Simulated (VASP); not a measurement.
Set up this calculation in VASP 6.6.1, as the native input.

| Quantity | Value |
| --- | --- |
| Task | single point |
| Functional | RPBE |
| Dispersion | D3(BJ) |
| Potentials or basis | VASP PAW PBE potentials, release 64 (Cu) |
| Cutoff | 600 eV |
| k mesh | 10 × 10 × 10 |
| Occupations | fermi-dirac, width 0.15 eV |
| Spin | non-collinear spin, typed start, spin-orbit coupling |
| Starting moments | [[-0.369, 0.13, -0.415]] μB |
| Dipole correction | no |
| Further INCAR settings | ALGO = Normal; EDIFF = 1e-06; NBANDS = 22 |

The structure of Cu lies in POSCAR:

```
Cu
1.0
    0.0000000000      1.8075000000      1.8075000000
    1.8075000000      0.0000000000      1.8075000000
    1.8075000000      1.8075000000      0.0000000000
Cu
1
Direct
    0.0000000000      0.0000000000      0.0000000000
```

The input as run:

INCAR

```
SYSTEM = Cu
PREC = Accurate
ENCUT = 600
EDIFF = 1E-6
ISMEAR = -1
SIGMA = 0.15
LREAL = .FALSE.
LASPH = .TRUE.
NELM = 200
ALGO = Normal
ISIF = 2
LWAVE = .FALSE.
LCHARG = .FALSE.
MAGMOM = -0.369 0.13 -0.415
LORBIT = 11
LSORBIT = .TRUE.
GGA_COMPAT = .FALSE.
LORBMOM = .TRUE.
LMAXMIX = 4
GGA = RP
IVDW = 12
NBANDS = 22
```

KPOINTS

```
Automatic mesh
0
G
  10 10 10
  0 0 0
```

Potentials or basis: VASP PAW PBE potentials, release 64 (Cu).

Command:

```bash
$ cat potpaw_PBE.64/Cu/POTCAR > POTCAR
$ mpirun -np 1 vasp_ncl > vasp.out
```

Results of the run:

```json
{
 "Pressure": "-31.6 GPa",
 "Net moment": "0.00 μB per cell",
 "Valence electrons inside the program's atomic spheres": "Cu 9.99",
 "Dispersion energy per atom": "-2.879 eV"
}
```

Caveat: three body term missing; the cell stands under tension; the dispersion term is far too large for a dense solid, which distorts pressure and volume; the PAW data sets were made with another functional, which shifts forces and pressure a little.

It took 4.9 min on 1 thread of Intel(R) Xeon(R) Platinum 8259CL CPU @ 2.50GHz (Skylake/Cascade Lake) (shared host), peak memory 0.35 GiB.
